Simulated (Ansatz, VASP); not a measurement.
## BN in VASP and in Ansatz

Contents of INCAR:

```
PREC = Accurate ; ENCUT = 520
EDIFF = 1E-6 ; ISMEAR = 0
SIGMA = 0.05 ; LREAL = False
LASPH = True ; NELM = 80
ALGO = Normal ; ISIF = 2
LWAVE = False ; LCHARG = True
GGA = PE ; LELF = True
LVHAR = True ; NBANDS = 26
```

KPOINTS

```
regular mesh
0
Gamma
  6 6 10
```

Contents of POSCAR:

```
BN
1.0
    4.5222000000      0.0000000000      0.0000000000
    0.0000000000      4.5222000000      0.0000000000
    0.0000000000      0.0000000000      2.7786000000
B N
4 4
Direct
    0.1742811368      0.8257188632      0.5000000000
    0.3257188632      0.3257188632      0.0000000000
    0.6742811368      0.6742811368      0.0000000000
    0.8257188632      0.1742811368      0.5000000000
    0.8126115048      0.8126115048      0.5000000000
    0.3126115048      0.6873884952      0.0000000000
    0.6873884952      0.3126115048      0.0000000000
    0.1873884952      0.1873884952      0.5000000000
```

Input for Ansatz:

```yaml
crystal:
  lattice:
    - [4.5222, 0.0, 0.0]
    - [0.0, 4.5222, 0.0]
    - [0.0, 0.0, 2.7786]
  atoms:
    - { symbol: B, position: [0.1742811368, 0.8257188632, 0.5] }
    - { symbol: B, position: [0.3257188632, 0.3257188632, 0.0] }
    - { symbol: B, position: [0.6742811368, 0.6742811368, 0.0] }
    - { symbol: B, position: [0.8257188632, 0.1742811368, 0.5] }
    - { symbol: "N", position: [0.8126115048, 0.8126115048, 0.5] }
    - { symbol: "N", position: [0.3126115048, 0.6873884952, 0.0] }
    - { symbol: "N", position: [0.6873884952, 0.3126115048, 0.0] }
    - { symbol: "N", position: [0.1873884952, 0.1873884952, 0.5] }
basis:
  ecutwfc: 520.0
kpoints:
  mp_grid: { grid: [6, 6, 10] }
hamiltonian:
  xc: pbe
  pseudopotentials: { kind: paw, azcp: { folder: soft_1 } }
scf:
  occupations: { method: gaussian, width: 0.05 }
output:
  forces: true
  stress: true
  eigenvalues: true
```

Alike in both runs: task single point; functional PBE; k mesh 6 × 6 × 10; occupations gaussian, width 0.05 eV; no spin polarisation.

|  | VASP | Ansatz |
| --- | --- | --- |
| version | VASP 6.6.1 | Ansatz 0.2.0 |
| potentials or method | VASP PAW PBE potentials, release 64 (B, N), cutoff 520 eV | scalar-relativistic, plane waves, PAW |
| valence electrons in the cell | 32 | 32 |

VASP gave:

- gap on the k mesh at the Fermi level (eV): 4.78
- least direct gap on the mesh (eV): 4.91
- rms of the force components (eV/Å): 0.070

Problem. Which values does Ansatz return?

Solution. gap on the k mesh at the Fermi level (eV): 4.79; least direct gap on the mesh (eV): 4.91; rms of the force components (eV/Å): 0.076.

Atom by atom the forces differ by 0.007 eV/Å (rms over components). The functional is the same, so the differences come from potentials, cutoffs and numerics.
